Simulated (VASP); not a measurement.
Wanted: the native input for a VASP 6.6.1 run.

* Task: single point
* Functional: PBE
* Potentials or basis: VASP PAW PBE potentials, release 64 (Si, Pd, W_sv)
* Cutoff: 520 eV
* k mesh: 10 × 10 × 4
* Occupations: gaussian, width 0.1 eV
* Spin: no spin polarisation
* Dipole correction: no
* Further INCAR settings: ALGO = Normal; EDIFF = 1e-06; NBANDS = 39

The structure of Si5PdW2 lies in POSCAR:

```
Si5PdW2
1.0
    3.2458348939      0.0000000000      0.0000000000
    0.0000000000      3.2458348939      0.0000000000
    0.0000000000      0.0000000000     10.6918958545
Si Pd W
5 1 2
Direct
    0.5000000000      0.5000000000      0.8775843541
    0.0000000000      0.0000000000      0.7495090021
    0.5000000000      0.5000000000      0.1224156459
    0.0000000000      0.0000000000      0.2504909979
    0.0000000000      0.0000000000      0.5000000000
    0.0000000000      0.0000000000      0.0000000000
    0.5000000000      0.5000000000      0.6417998570
    0.5000000000      0.5000000000      0.3582001430
```

The input as run:

INCAR

```
PREC = Accurate
ENCUT = 520
EDIFF = 1E-6
ISMEAR = 0
SIGMA = 0.1
LREAL = F
LASPH = T
NELM = 60
ALGO = Normal
ISIF = 2
LWAVE = F
LCHARG = F
GGA = PE
NBANDS = 39
```

KPOINTS

```
regular mesh
0
Gamma
  10 10 4
```

Potentials or basis: VASP PAW PBE potentials, release 64 (Si, Pd, W_sv).

Run with:

```bash
$ cat potpaw_PBE.64/Si/POTCAR potpaw_PBE.64/Pd/POTCAR potpaw_PBE.64/W_sv/POTCAR > POTCAR
$ mpirun -np 1 vasp_std > vasp.out
```

Results of the run:

- Pressure: 0.0 GPa
- Largest force: 0.012 eV/Å
- Band gap on the k mesh: zero (bands 29 and 30 overlap by 1.18 eV)

Caveat: spin-orbit coupling is left out, which moves the levels of the heavy elements.

It took 4.8 min on 1 thread of Intel Xeon 8259CL, on a shared host, peak memory 0.38 GiB.
